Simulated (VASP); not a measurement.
Wanted: the native input for a VASP 6.6.1 run.

- Task: single point
- Functional: LDA
- Potentials or basis: VASP PAW LDA potentials, release 64 (Ba_sv, Te)
- Cutoff: 520 eV
- k mesh: 6 × 6 × 6
- Occupations: gaussian, width 0.05 eV
- Spin: no spin polarisation
- Dipole correction: no
- Further INCAR settings: ALGO = Normal; EDIFF = 1e-07; NBANDS = 15

The structure of BaTe lies in POSCAR:

```
BaTe
1.0
    4.1559043500      0.0000000000      0.0000000000
    0.0000000000      4.1559043500      0.0000000000
    0.0000000000      0.0000000000      4.3690276500
Ba Te
1 1
Direct
    0.0000000000      0.0000000000      0.0000000000
    0.5000000000      0.5000000000      0.5000000000
```

This cell differs from its parent crystal: strain -0.025 along x and y, +0.025 along z.

The input as run:

INCAR

```
SYSTEM = BaTe
PREC = Accurate
ENCUT = 520
EDIFF = 1E-7
ISMEAR = 0
SIGMA = 0.05
LREAL = .FALSE.
LASPH = .TRUE.
NELM = 60
ALGO = Normal
ISIF = 2
LWAVE = .FALSE.
LCHARG = .TRUE.
LELF = .TRUE.
LVHAR = .TRUE.
NBANDS = 15
```

KPOINTS

```
Automatic mesh
0
G
  6 6 6
  0 0 0
```

Potentials or basis: VASP PAW LDA potentials, release 64 (Ba_sv, Te).

Launch:

```sh
$ cat potpaw_LDA.64/Ba_sv/POTCAR potpaw_LDA.64/Te/POTCAR > POTCAR
$ mpirun -np 1 vasp_std > vasp.out
```

Results of the run:

```yaml
Pressure: -2.1 GPa
Band_gap_on_the_k_mesh: 0.40 eV, indirect (least direct gap 0.60 eV)
```

Caveat: the cell differs from its parent crystal (strain -0.025 along x and y, +0.025 along z); spin-orbit coupling is left out, which moves the levels of the heavy elements.

Wall time 21 s on 1 thread of Intel(R) Xeon(R) Platinum 8488C (Sapphire Rapids), on a shared host, peak memory 0.18 GiB.
